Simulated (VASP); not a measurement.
W, 1 atom in the cell. It takes space group I4/mmm (No. 139, tetragonal). Conventional cell: a = 2.871 Å, b = 2.871 Å, c = 3.756 Å, α = 90.00°, β = 90.00°, γ = 90.00°. W (site symmetry 4/mmm) has 12 W at 2.77 to 2.87 Å within 3.6 Å.  This cell differs from its parent crystal: strain -0.0750 x Voigt [0, 1, 0, 0, 0, 0].

```yaml
Program: VASP 6.6.1
Task: single point
Functional: r2SCAN
Potentials_or_basis: VASP PAW PBE potentials, release 64 (W_sv)
Cutoff: 520 eV
k_mesh: 20 × 20 × 20
Occupations: gaussian, width 0.15 eV
Spin: no spin polarisation
Dipole_correction: no
Further_INCAR_settings: ALGO = Normal; EDIFF = 1e-07; NBANDS = 13
```

Potentials or basis: VASP PAW PBE potentials, release 64 (W_sv).

Run with:

```sh
$ cat potpaw_PBE.64/W_sv/POTCAR > POTCAR
$ cp INCAR.step1 INCAR
$ mpirun -np 1 vasp_std > vasp.out
$ cp INCAR.step2 INCAR
$ mpirun -np 1 vasp_std > vasp.out
```

Hardware: 1 thread of AMD EPYC 9R45 96-Core Processor (Zen 5) (shared host).

Q: Estimate the wall time of this run.

A: Run time: 6.7 min on 1 thread of AMD EPYC 9R45 96-Core Processor (Zen 5), with other jobs on the host, peak memory 0.22 GiB. Counts: k points 641.
